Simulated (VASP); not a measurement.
# Li (Im-3m) in VASP: further runs, part 2 of 2

VASP 6.6.1. Earlier steps stand in the parts before.

## 5. Single point, HSE06 (20.82 Å³/atom)

This run uses another cell than the first one, of 20.82 Å³/atom.

POSCAR

```
Li
1.0
   -1.7331639102      1.7331639102      1.7331639102
    1.7331639102     -1.7331639102      1.7331639102
    1.7331639102      1.7331639102     -1.7331639102
Li
1
Direct
    0.0000000000      0.0000000000      0.0000000000
```

INCAR.step1

```
SYSTEM = Li
  ALGO = Normal
  EDIFF = 1E-5
  ENCUT = 520
  GGA = PE
  ISIF = 2
  ISMEAR = 0
  LASPH = .True.
  LCHARG = .False.
  LREAL = .False.
  LWAVE = .True.
  NBANDS = 8
  NELM = 80
  PREC = Accurate
  SIGMA = 0.05
```

INCAR.step2

```
SYSTEM = Li
  ALGO = Normal
  EDIFF = 1E-6
  ENCUT = 520
  GGA = PE
  HFSCREEN = 0.2079
  ISIF = 2
  ISMEAR = 0
  ISTART = 1
  LASPH = .True.
  LCHARG = .False.
  LHFCALC = .True.
  LREAL = .False.
  LWAVE = .False.
  NBANDS = 8
  NELM = 80
  PREC = Accurate
  PRECFOCK = Normal
  SIGMA = 0.05
```

KPOINTS

```
k-points
0
Gamma
  8 8 8
  0 0 0
```

Potentials or basis: VASP PAW PBE potentials, release 64 (Li_sv).

Launch:

```console
> cat potpaw_PBE.64/Li_sv/POTCAR > POTCAR
> cp INCAR.step1 INCAR
> mpirun -np 1 vasp_std > vasp.out
> cp INCAR.step2 INCAR
> mpirun -np 1 vasp_std > vasp.out
```

OUTCAR:

```text
SYSTEM = Li
   EDIFF = 1E-6
   ENCUT = 520
   GGA = PE
   HFSCREEN = 0.2079
   ISIF = 2
   ISMEAR = 0
   ISTART = 1
   LASPH = .True.
   LHFCALC = .True.
   LREAL = .False.
   NELM = 80
   PREC = Accurate
   PRECFOCK = Normal

 ion  position               nearest neighbor table
   1  0.000  0.000  0.000-

  LATTYP: Found a body centered cubic cell.
 ALAT       =     3.4663278204

  Lattice vectors:

 A1 = (  -1.7331639102,   1.7331639102,   1.7331639102)
 A2 = (   1.7331639102,  -1.7331639102,   1.7331639102)
 A3 = (   1.7331639102,   1.7331639102,  -1.7331639102)

Analysis of symmetry for initial positions (statically):
=====================================================================
 Subroutine PRICEL returns:
 Original cell was already a primitive cell.

 Routine SETGRP: Setting up the symmetry group for a
 body centered cubic supercell.

 Subroutine GETGRP returns: Found 48 space group operations
 (whereof 48 operations were pure point group operations)
 out of a pool of 48 trial point group operations.

The static configuration has the point symmetry O_h .

Analysis of symmetry for dynamics (positions and initial velocities):
=====================================================================
 Subroutine PRICEL returns:
 Original cell was already a primitive cell.

 Routine SETGRP: Setting up the symmetry group for a
 body centered cubic supercell.

 Subroutine GETGRP returns: Found 48 space group operations
 (whereof 48 operations were pure point group operations)
 out of a pool of 48 trial point group operations.

The dynamic configuration has the point symmetry O_h .

 Subroutine INISYM returns: Found 48 space group operations
 (whereof 48 operations are pure point group operations),
 and found     1 'primitive' translations

----------------------------------------------------------------------------------------

                                     Primitive cell

  volume of cell :      20.8247

  direct lattice vectors                    reciprocal lattice vectors
    -1.733163910  1.733163910  1.733163910     0.000000000  0.288489737  0.288489737
     1.733163910 -1.733163910  1.733163910     0.288489737  0.000000000  0.288489737
     1.733163910  1.733163910 -1.733163910     0.288489737  0.288489737  0.000000000

  length of vectors
     3.001927950  3.001927950  3.001927950     0.407986098  0.407986098  0.407986098

  position of ions in fractional coordinates (direct lattice)
     0.000000000  0.000000000  0.000000000

  ion indices of the primitive-cell ions
   primitive index   ion index
                 1           1

----------------------------------------------------------------------------------------

 KPOINTS: k-points

Automatic generation of k-mesh.
 Grid dimensions read from file:
 generate k-points for:    8    8    8

 Generating k-lattice:

  Cartesian coordinates                     Fractional coordinates (reciprocal lattice)
     0.000000000  0.036061217  0.036061217     0.125000000  0.000000000  0.000000000
     0.036061217  0.000000000  0.036061217     0.000000000  0.125000000  0.000000000
     0.036061217  0.036061217  0.000000000     0.000000000  0.000000000  0.125000000

  Length of vectors
     0.050998262  0.050998262  0.050998262

  Shift w.r.t. Gamma in fractional coordinates (k-lattice)
     0.000000000  0.000000000  0.000000000

 Subroutine IBZKPT returns following result:
 ===========================================

 Found     29 irreducible k-points:

 Following reciprocal coordinates:
            Coordinates               Weight
  0.000000  0.000000  0.000000      1.000000
  0.125000  0.000000  0.000000     12.000000
  0.250000  0.000000  0.000000     12.000000
  0.375000  0.000000  0.000000     12.000000
  0.500000  0.000000  0.000000      6.000000
  0.125000  0.125000  0.000000     24.000000
[... 16 lines left out ...]
 -0.250000  0.250000  0.250000      6.000000
 -0.375000  0.375000  0.250000     24.000000
 [... further k-points ...]
   k-points           NKPTS =     29   k-points in BZ     NKDIM =    512   number of bands    NBANDS=      8
   number of dos      NEDOS =    301   number of ions     NIONS =      1
   total plane-waves  NPLWV =  13824
   dimension x,y,z NGX =    24 NGY =   24 NGZ =   24
   dimension x,y,z NGXF=    48 NGYF=   48 NGZF=   48
   ions per type =               1
   NGX,Y,Z   is equivalent  to a cutoff of  13.29, 13.29, 13.29 a.u.
   NGXF,Y,Z  is equivalent  to a cutoff of  26.58, 26.58, 26.58 a.u.
 SYSTEM =  Li
   PREC   = accura    normal or accurate (medium, high low for compatibility)
   ISTART =      1    job   : 0-new  1-cont  2-samecut
   ICHARG =      0    charge: 1-file 2-atom 10-const
   ISPIN  =      1    spin polarized calculation?
   LNONCOLLINEAR =      F non collinear calculations
   LSORBIT =      F    spin-orbit coupling
   LASPH  =      T    aspherical Exc in radial PAW
   ENCUT  =  520.0 eV  38.22 Ry    6.18 a.u.   5.58  5.58  5.58*2*pi/ulx,y,z
   NELM   =     80;   NELMIN=  2; NELMDL=  0     # of ELM steps
   EDIFF  = 0.1E-05   stopping-criterion for ELM
   LREAL  =      F    real-space projection
   EDIFFG = 0.1E-04   stopping-criterion for IOM
   NSW    =      0    number of steps for IOM
   IBRION =     -1    ionic relax: 0-MD 1-quasi-New 2-CG
   NFREE  =      0    steps in history (QN), initial steepest desc. (CG)
   ISIF   =      2    stress and relaxation
   ISYM   =      3    0-nonsym 1-usesym 2-fastsym
   POTIM  = 0.5000    time-step for ionic-motion
   TEBEG  =    0.0;   TEEND  =   0.0 temperature during run
   PSTRESS=    0.0 pullay stress
   NELECT =       3.0000    total number of electrons
   NUPDOWN=      -1.0000    fix difference up-down
   EMIN   =  10.00;   EMAX   =-10.00  energy-range for DOS
   EFERMI =   0.00;   METHOD = LEGACY
   ISMEAR =     0;   SIGMA  =   0.05  broadening in eV -4-tet -1-fermi 0-gaus
   EFERMI_NEDOS =   21; number of points for ismear=-14 and -15
   IALGO  =     38    algorithm
   IMIX   =      1    mixing-type and parameters
     AMIX     =   0.40;   BMIX     =  1.00
     AMIX_MAG =   1.60;   BMIX_MAG =  1.00
  volume/ion in A,a.u.               =      20.82       140.53
  Fermi-wavevector in a.u.,A,eV,Ry     =   0.858201  1.621764 10.020810  0.736509
  Thomas-Fermi vector in A             =   1.975370
   LORBIT       =      0    0 simple, 1 ext, 2 COOP (PROOUT), +10 PAW based schemes
   GGA     = PE    functional components
   LHFCALC =     T    Hartree Fock is set to
   PRECFOCK=normal    Normal, Fast or Accurate (Low or Medium for compatibility)
   ENCUT4O =  -1.0   cutoff for four orbital integrals eV
   NKREDX  =     1    reduce k-point grid by
   NKREDY  =     1    reduce k-point grid by
   NKREDZ  =     1    reduce k-point grid by
   AEXX    =    0.2500 exact exchange contribution
   HFSCREEN=    0.2079 screening length (either q_TF or 0.3 A-1)
   HFSCREENC=   0.2079 screening length for correlation (either q_TF or 0.3 A-1)
   ENCUTFOCK=  -1.0 apply spherical cutoff to Coloumb kernel
   IVDW    =     0    specifies the selected vdW correction
   LEPSILON=     F    determine dielectric tensor
   LRPA    =     F    only Hartree local field effects (RPA)
 non-spin polarized calculation
 Gauss-broadening in eV      SIGMA  =   0.05
  energy-cutoff  :      520.00
  volume of cell :       20.82
 maximum number of plane-waves:       586
 NGX is ok and might be reduce to    24
  NGX = 18; NGY = 18; NGZ = 18

 number of electron       2.9999992 magnetization

 Free energy of the ion-electron system (eV)
  ---------------------------------------------------
  ext. energy  EPLUGINS =         0.00000000
  ---------------------------------------------------
  free energy    TOTEN  =        -1.96096335 eV

  energy without entropy =       -1.95944597  energy(sigma->0) =       -1.96020466

 E-fermi :   0.6750     XC(G=0):  -5.8988

 val. band max:        0.5345834247   @ k =   0.2500   0.2500   0.0000
 cond. band min:       0.7122637897   @ k =   0.3750   0.1250   0.0000
 fundamental gap:      0.1776803650
 Fermi energy:         0.6749853214

 k-point     1 :       0.0000    0.0000    0.0000
  band No.  band energies     occupation
      1     -49.6877      2.00000
      2      -3.7528      2.00000
      3      15.7363      0.00000
      4      15.7363      0.00000
      5      15.7364      0.00000
      6      20.3407      0.00000
      7      20.3407      0.00000
      8      20.3407      0.00000
[... 243 lines left out ...]
 k-point    24 :      -0.3750    0.3750    0.2500
  band No.  band energies     occupation
      1     -49.6657      2.00000
      2       0.9941      0.00000
      3       6.9089      0.00000
      4       8.4937      0.00000
      5      11.8417      0.00000
      6      13.9315      0.00000
      7      18.3011      0.00000
      8      21.3865      0.00000

 [... further k-points ...]
[... 5 lines left out ...]
  --------------------------------------------------------------------------------------
  -------------------------------------------------------------------------------------
  Total       -0.0103090     -0.0103090     -0.0103090     -0.0000000      0.0000000     -0.0000000
  in kB       -0.7931356     -0.7931356     -0.7931356     -0.0000000      0.0000000     -0.0000000
  external PRESSURE =      -0.7931356 kB  Pullay stress =       0.0000000 kB

 VOLUME and BASIS-vectors are now :
 -----------------------------------------------------------------------------
  energy-cutoff  :      520.00
  volume of cell :       20.82
      direct lattice vectors                 reciprocal lattice vectors
    -1.733163910  1.733163910  1.733163910     0.000000000  0.288489737  0.288489737
     1.733163910 -1.733163910  1.733163910     0.288489737  0.000000000  0.288489737
     1.733163910  1.733163910 -1.733163910     0.288489737  0.288489737  0.000000000

 POSITION                                       TOTAL-FORCE (eV/Angst)
 -----------------------------------------------------------------------------------
      0.00000      0.00000      0.00000         0.000000      0.000000      0.000000
 -----------------------------------------------------------------------------------
    total drift:                               -0.000000      0.000000     -0.000000

  FREE ENERGIE OF THE ION-ELECTRON SYSTEM (eV)
  ---------------------------------------------------
  free  energy   TOTEN  =        -1.9609633512 eV

  energy  without entropy=       -1.9594459658  energy(sigma->0) =       -1.96020466
```

It took 4.6 min on 1 thread of Intel Xeon Platinum 8259CL at 2.50GHz (Skylake/Cascade Lake), shared host; peak memory 0.24 GiB.

Results:

- Free energy: -1.9610 eV
- Band gap on the k mesh: zero (an odd number of electrons rules out a gap without spin polarisation)

Levels at points of the mesh, in eV from the Fermi level:
```
           k point  band 1  band 2  band 3  band 4
(0.00, 0.00, 0.00)  -50.36   -4.43   15.06   15.06
(0.50, 0.00, 0.00)  -50.34    0.26    3.34   10.81
(0.50, 0.50, 0.50)  -50.33    5.91    5.91    5.91
```

Caveat: the cutoff is under 1.25 times the usual one of these potentials, so pressure, stress and relaxed cells hold a basis-set (Pulay) error; the PAW data sets were made with another functional, which shifts forces and pressure a little.

## 6. The runs side by side

| level | cell | grid for exact exchange (PRECFOCK) | share of exact exchange | screening parameter | gap on the mesh (eV) |
| --- | --- | --- | --- | --- | --- |
| PBE | a = 2.980 Å, angles 109.5°, 1 atom | - | - | - | none |
| HSE06 | a = 2.980 Å, angles 109.5°, 1 atom | Normal | 0.25 | 0.2079 1/Å | none |
| HSE06 | a = 2.984 Å, angles 109.5°, 1 atom | Normal | 0.25 | 0.2079 1/Å | none |
| HSE06 | a = 3.002 Å, angles 109.5°, 1 atom | Normal | 0.25 | 0.2079 1/Å | none |

Alike in all rows: task single point; potentials or basis VASP PAW PBE potentials, release 64 (Li_sv); no spin polarisation; k mesh 8 × 8 × 8; cutoff (eV) 520; smearing gaussian 0.05 eV.

Caveats: the cutoff is under 1.25 times the usual one of these potentials, so pressure, stress and relaxed cells hold a basis-set (Pulay) error; the PAW data sets were made with another functional, which shifts forces and pressure a little (at least some runs).

Absolute energies hang on the potentials; compare differences alone.
